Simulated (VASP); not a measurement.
Wanted: the native input for a VASP 6.6.1 run.

```
Task                    : density of states
Functional              : PBE
Potentials or basis     : VASP PAW PBE potentials, release 64 (O)
Cutoff                  : 520 eV
k mesh                  : 19 × 19 × 19
Occupations             : fermi-dirac, width 0.08 eV
Spin                    : no spin polarisation
Dipole correction       : no
k mesh for the DOS      : 29 × 29 × 29
Occupations for the DOS : tetrahedron
Further INCAR settings  : ALGO = Normal; EDIFF = 1e-06; NBANDS = 9
```

O:

```xyz
1
Lattice="-1.2486 1.2486 1.2486 1.2486 -1.2486 1.2486 1.2486 1.2486 -1.2486" Properties=species:S:1:pos:R:3 pbc="T T T"
O     0.0000    0.0000    0.0000
```

The input as run:

POSCAR

```
O
1.0
   -1.2486093083      1.2486093083      1.2486093083
    1.2486093083     -1.2486093083      1.2486093083
    1.2486093083      1.2486093083     -1.2486093083
O
1
Direct
    0.0000000000      0.0000000000      0.0000000000
```

INCAR.step1

```
SYSTEM = O
PREC     = Accurate       ! precision mode
ENCUT    = 520            ! plane-wave cutoff, eV
EDIFF    = 1E-6           ! SCF threshold, eV
ISMEAR   = -1             ! smearing method
SIGMA    = 0.08           ! smearing width, eV
LREAL    = .False.        ! projectors in reciprocal space
LASPH    = .True.         ! aspherical terms in the spheres
NELM     = 80             ! most SCF steps
ALGO     = Normal         ! electronic algorithm
ISIF     = 2              ! what is computed and relaxed
LWAVE    = .False.        ! write WAVECAR
LCHARG   = .True.         ! write CHGCAR
GGA      = PE             ! functional
NBANDS   = 9              ! bands
```

KPOINTS.step1

```
regular mesh
0
Gamma
  19 19 19
  0 0 0
```

INCAR.step2

```
SYSTEM = O
PREC     = Accurate       ! precision mode
ENCUT    = 520            ! plane-wave cutoff, eV
EDIFF    = 1E-6           ! SCF threshold, eV
ISMEAR   = -5             ! smearing method
SIGMA    = 0.08           ! smearing width, eV
LREAL    = .False.        ! projectors in reciprocal space
LASPH    = .True.         ! aspherical terms in the spheres
NELM     = 80             ! most SCF steps
ALGO     = Normal         ! electronic algorithm
ISIF     = 2              ! what is computed and relaxed
LWAVE    = .False.        ! write WAVECAR
LCHARG   = .False.        ! write CHGCAR
GGA      = PE             ! functional
LORBIT   = 11             ! projections on sites
NBANDS   = 9              ! bands
NEDOS    = 2001           ! points of the DOS
ICHARG   = 11             ! starting density
```

KPOINTS.step2

```
regular mesh
0
Gamma
  29 29 29
  0 0 0
```

Potentials or basis: VASP PAW PBE potentials, release 64 (O).

Run with:

```console
$ cat potpaw_PBE.64/O/POTCAR > POTCAR
$ cp INCAR.step1 INCAR
$ cp KPOINTS.step1 KPOINTS
$ mpirun -np 1 vasp_std > vasp.out
$ cp INCAR.step2 INCAR
$ cp KPOINTS.step2 KPOINTS
$ mpirun -np 1 vasp_std > vasp.out
```

Results of the run:

```json
{
  "Valence electrons inside the program's atomic spheres": "O 4.57"
}
```

Wall time 33 s on 1 thread of Intel(R) Xeon(R) 6975P-C (Granite Rapids) (shared host), peak memory 0.19 GiB.
